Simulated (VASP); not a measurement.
Al3GaN4: relaxation of cell and atoms with PBEsol

The system is Al3GaN4.

```
Al Ga N
1.0
     4.37919    0.00000    0.00000
     0.00000    4.37919    0.00000
     0.00000    0.00000    4.37919
Al Ga N
3 1 4
Direct
  0.50000 0.50000 0.00000
  0.50000 0.00000 0.50000
  0.00000 0.50000 0.50000
  0.00000 0.00000 0.00000
  0.74471 0.74471 0.25529
  0.74471 0.25529 0.74471
  0.25529 0.74471 0.74471
  0.25529 0.25529 0.25529
```

```
Program                : VASP 6.6.1
Task                   : relaxation of cell and atoms
Functional             : PBEsol
Potentials or basis    : VASP PAW PBE potentials, release 64 (Al, Ga_d, N)
Cutoff                 : 600 eV
k mesh                 : 6 × 6 × 6
Occupations            : gaussian, width 0.02 eV
Spin                   : no spin polarisation
Target pressure        : 2 GPa
Dipole correction      : no
Further INCAR settings : ALGO = Normal; EDIFF = 1e-06; IBRION = 2; EDIFFG = -0.008; NSW = 70; ISIF = 3
```

| Quantity | Value |
| --- | --- |
| Relaxed volume | 10.59 Å³/atom |
| Relaxed cell | a = 4.392 Å, b = 4.392 Å, c = 4.392 Å, α = 90.00°, β = 90.00°, γ = 90.00° |
| Space group after relaxing (to 0.1 Å) | P-43m (No. 215) |
| Energy change on relaxing (the run minimises the enthalpy) | -1.6 meV/atom |
| Ionic steps | 4 |
| Pressure after relaxing | 1.9 GPa |
| Largest force after relaxing | 0.003 eV/Å |
| Band gap on the k mesh | 3.32 eV |

Forces in eV/Å, atoms in the order of the input:
```
Al   0.000  0.000  0.000
Al   0.000  0.000  0.000
Al   0.000  0.000  0.000
Ga   0.000  0.000  0.000
N    0.002  0.002 -0.002
N    0.002 -0.002  0.002
N   -0.002  0.002  0.002
N   -0.002 -0.002 -0.002
```

The path:
```tsv
step	energy change (eV)	largest force (eV/Å)	pressure (GPa)	volume (Å³)
1	0.0000	0.0070	3.71	83.98
2	-0.0175	0.0002	0.38	85.35
3	-0.0125	0.0031	2.13	84.68
4	-0.0131	0.0032	1.88	84.73
```

Final structure:
```yaml
crystal:
  lattice:
    - [4.39218, 0.00000, 0.00000]
    - [0.00000, 4.39218, 0.00000]
    - [0.00000, 0.00000, 4.39218]
  atoms:
    - { symbol: Al, position: [0.50000, 0.50000, 0.00000] }
    - { symbol: Al, position: [0.50000, 0.00000, 0.50000] }
    - { symbol: Al, position: [0.00000, 0.50000, 0.50000] }
    - { symbol: Ga, position: [0.00000, 0.00000, 0.00000] }
    - { symbol: N, position: [0.74473, 0.74473, 0.25527] }
    - { symbol: N, position: [0.74473, 0.25527, 0.74473] }
    - { symbol: N, position: [0.25527, 0.74473, 0.74473] }
    - { symbol: N, position: [0.25527, 0.25527, 0.25527] }
```

Levels at points of the mesh, in eV from the valence-band top:
```tsv
k point	band 18	band 19	band 20	band 21	band 22	band 23	band 24	band 25
(0.00, 0.00, 0.00)	-1.99	0.00	0.00	0.00	3.32	3.32	3.32	3.52
(0.50, 0.00, 0.00)	-1.23	-1.23	-0.95	-0.95	5.57	5.63	6.07	6.07
(0.50, 0.50, 0.00)	-0.84	-0.55	-0.54	-0.54	7.38	7.51	7.51	7.77
(0.50, 0.50, 0.50)	-0.60	-0.38	-0.38	-0.38	5.55	7.00	7.00	7.00
```

Run time: 62 s on 1 thread of Intel(R) Xeon(R) 6975P-C (Granite Rapids), with other jobs on the host, peak memory 0.24 GiB.

Caveat: the cell is relaxed towards a set pressure, so the run minimises the enthalpy, not the energy; the PAW data sets were made with another functional, which shifts forces and pressure a little. A k mesh can miss the band edges.
